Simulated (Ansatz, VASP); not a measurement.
## Two plane-wave programs on Al

INCAR

```
PREC     = Accurate       # precision mode
ENCUT    = 520            # plane-wave cutoff, eV
EDIFF    = 1E-6           # SCF threshold, eV
ISMEAR   = 0              # smearing method
SIGMA    = 0.15           # smearing width, eV
LREAL    = False          # projectors in reciprocal space
LASPH    = True           # aspherical terms in the spheres
NELM     = 60             # most SCF steps
ALGO     = Normal         # electronic algorithm
ISIF     = 2              # what is computed and relaxed
LWAVE    = False          # write WAVECAR
LCHARG   = False          # write CHGCAR
GGA      = PE             # functional
IVDW     = 12             # dispersion correction
NBANDS   = 14             # bands
```

The input KPOINTS:

```
regular mesh
0
Gamma
  18 18 4
```

POSCAR

```
Al
1.0
    2.9326000000      0.0000000000      0.0000000000
   -1.4663000000      2.5397060991      0.0000000000
    0.0000000000      0.0000000000      9.6403000000
Al
4
Direct
    0.0000000000      0.0000000000      0.0000000000
    0.3333333333      0.6666666667      0.2500000000
    0.0000000000      0.0000000000      0.5000000000
    0.6666666667      0.3333333333      0.7500000000
```

Input for Ansatz:

```yaml
crystal:
  lattice:
    - [2.9326, 0.0, 0.0]
    - [-1.4663, 2.5397060991, 0.0]
    - [0.0, 0.0, 9.6403]
  atoms:
    - { symbol: Al, position: [0.0, 0.0, 0.0] }
    - { symbol: Al, position: [0.3333333333, 0.6666666667, 0.25] }
    - { symbol: Al, position: [0.0, 0.0, 0.5] }
    - { symbol: Al, position: [0.6666666667, 0.3333333333, 0.75] }
basis:
  ecutwfc: 420
kpoints:
  mp_grid: { grid: [18, 18, 4] }
hamiltonian:
  xc: pbe
  pseudopotentials: { kind: paw, azcp: { folder: soft_1 } }
  dispersion: d3bj
scf:
  occupations: { method: gaussian, width: 0.15 }
output:
  forces: true
  stress: true
  eigenvalues: true
  write_density: true
  write_potential: true
  elf: true
  volumetric_format: npy
```

Alike in both runs: task single point; functional PBE; dispersion D3(BJ); k mesh 18 × 18 × 4; occupations gaussian, width 0.15 eV; no spin polarisation.

```csv
,VASP,Ansatz
version,VASP 6.6.1,Ansatz 0.2.0
potentials or method,"VASP PAW PBE potentials, release 64 (Al), cutoff 520 eV","scalar-relativistic, plane waves, PAW"
valence electrons in the cell,12,12
```

```tsv
	VASP	Ansatz	Ansatz less VASP
gap on the k mesh at the Fermi level (eV)	none	none	-
pressure (GPa)	-8.0	-8.0	+0.01
traceless stress, the component that is largest in VASP (GPa)	0.39	0.39	-0.003
```

A gap of «none» marks a metal or a gap that the smearing closes.
